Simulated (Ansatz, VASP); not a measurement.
**Na in VASP and in Ansatz**

INCAR

```
SYSTEM = Na
PREC = Accurate
ENCUT = 520
EDIFF = 1E-7
ISMEAR = 0
SIGMA = 0.15
LREAL = .FALSE.
LASPH = .TRUE.
NELM = 60
ALGO = Normal
ISIF = 2
LWAVE = .FALSE.
LCHARG = .FALSE.
GGA = PE
NBANDS = 10
```

File KPOINTS:

```
Automatic mesh
0
G
  16 16 16
  0 0 0
```

Contents of POSCAR:

```
Na
1.0
   -2.0857375000      2.0857375000      2.0539750000
    2.0857375000     -2.0857375000      2.0539750000
    2.0857375000      2.0857375000     -2.0539750000
Na
1
Direct
    0.0000000000      0.0000000000      0.0000000000
```

Input for Ansatz:

```yaml
crystal:
  lattice:
    - [-2.0857375, 2.0857375, 2.053975]
    - [2.0857375, -2.0857375, 2.053975]
    - [2.0857375, 2.0857375, -2.053975]
  atoms:
    - { symbol: Na, position: [0.0, 0.0, 0.0] }
basis:
  ecutwfc: 420
kpoints:
  mp_grid: { grid: [16, 16, 16] }
hamiltonian:
  xc: pbe
scf:
  occupations: { method: gaussian, width: 0.15 }
output:
  forces: true
  stress: true
  eigenvalues: true
```

Change from the starting cell: strain -0.015 along x and y, -0.030 along z, atoms carried along.

Alike in both runs: task single point; functional PBE; k mesh 16 × 16 × 16; occupations gaussian, width 0.15 eV; no spin polarisation.

|  | VASP | Ansatz |
| --- | --- | --- |
| version | VASP 6.6.1 | Ansatz 0.2.0 |
| potentials or method | VASP PAW PBE potentials, release 64 (Na_pv), cutoff 520 eV | scalar-relativistic, plane waves, PAW |
| valence electrons in the cell | 7 | 9 |

```csv
,VASP,Ansatz,Ansatz less VASP
gap on the k mesh at the Fermi level (eV),none,none,-
pressure (GPa),0.3,0.3,0.00
```

A gap of «none» marks a metal or a gap that the smearing closes. With one functional, cell and mesh, what is left measures potentials, basis and numerics. VASP's potentials hold 7 valence electrons a cell and Ansatz's 9, so a difference there can come from the potentials and not from the codes.
